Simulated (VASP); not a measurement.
Write the native input for VASP 6.6.1 that does the following.

```yaml
Task: single point
Functional: PBE
Potentials_or_basis: VASP PAW PBE potentials, release 64 (Zr_sv, Si)
Cutoff: 520 eV
k_mesh: 8 × 8 × 8
Occupations: methfessel-paxton, width 0.1483 eV
Spin: no spin polarisation
Dipole_correction: no
k_mesh_for_the_DOS: 12 × 12 × 12
Occupations_for_the_DOS: tetrahedron
Further_INCAR_settings: ALGO = Normal; EDIFF = 1e-06
```

The system is ZrSi2.

```
Zr Si
1.0
     3.76087    0.00000    0.00000
     1.88044   -7.38526    0.00000
     0.00000    0.00000   -3.71032
Zr Si
2 4
Direct
  0.10600 0.78800 0.75000
  0.89400 0.21200 0.25000
  0.75000 0.50000 0.75000
  0.25000 0.50000 0.25000
  0.35500 0.29000 0.75000
  0.64500 0.71000 0.25000
```

One way to write it, as run:

POSCAR

```
ZrSi2
1.0
    3.7608730000      0.0000000000      0.0000000000
    1.8804360000     -7.3852620000      0.0000000000
    0.0000000000      0.0000000000     -3.7103230000
Zr Si
2 4
Direct
    0.1060000000      0.7880000000      0.7500000000
    0.8940000000      0.2120000000      0.2500000000
    0.7500000000      0.5000000000      0.7500000000
    0.2500000000      0.5000000000      0.2500000000
    0.3550000000      0.2900000000      0.7500000000
    0.6450000000      0.7100000000      0.2500000000
```

INCAR.step1

```
SYSTEM = ZrSi2
ALGO = Normal
EDIFF = 1E-6
ENCUT = 520
GGA = PE
ISIF = 2
ISMEAR = 1
LASPH = .TRUE.
LCHARG = .TRUE.
LMAXMIX = 4
LREAL = .FALSE.
LUSENCCL = .FALSE.
LWAVE = .FALSE.
NBANDS = 29
NELM = 60
PREC = Accurate
SIGMA = 0.1483
```

KPOINTS.step1

```
k-points
0
G
  8 8 8
  0 0 0
```

INCAR.step2

```
SYSTEM = ZrSi2
ALGO = Normal
EDIFF = 1E-6
ENCUT = 520
GGA = PE
ICHARG = 11
ISIF = 2
ISMEAR = -5
LASPH = .TRUE.
LCHARG = .FALSE.
LMAXMIX = 4
LORBIT = 11
LREAL = .FALSE.
LUSENCCL = .FALSE.
LWAVE = .FALSE.
NEDOS = 2001
NELM = 60
PREC = Accurate
SIGMA = 0.1483
```

KPOINTS.step2

```
k-points
0
G
  12 12 12
  0 0 0
```

Potentials or basis: VASP PAW PBE potentials, release 64 (Zr_sv, Si).

Launch:

```sh
$ cat potpaw_PBE.64/Zr_sv/POTCAR potpaw_PBE.64/Si/POTCAR > POTCAR
$ cp INCAR.step1 INCAR
$ cp KPOINTS.step1 KPOINTS
$ mpirun -np 1 vasp_std > vasp.out
$ cp INCAR.step2 INCAR
$ cp KPOINTS.step2 KPOINTS
$ mpirun -np 1 vasp_std > vasp.out
```

Results of the run:

* Valence electrons inside the program's atomic spheres: Zr 9.91; Si 1.63, 1.69 (each value once)

Wall time 11 min on 1 × NVIDIA H100 80GB with 1 thread of Intel(R) Xeon(R) Platinum 8481C CPU @ 2.70GHz (Sapphire Rapids) (shared host), peak memory 1.7 GiB.
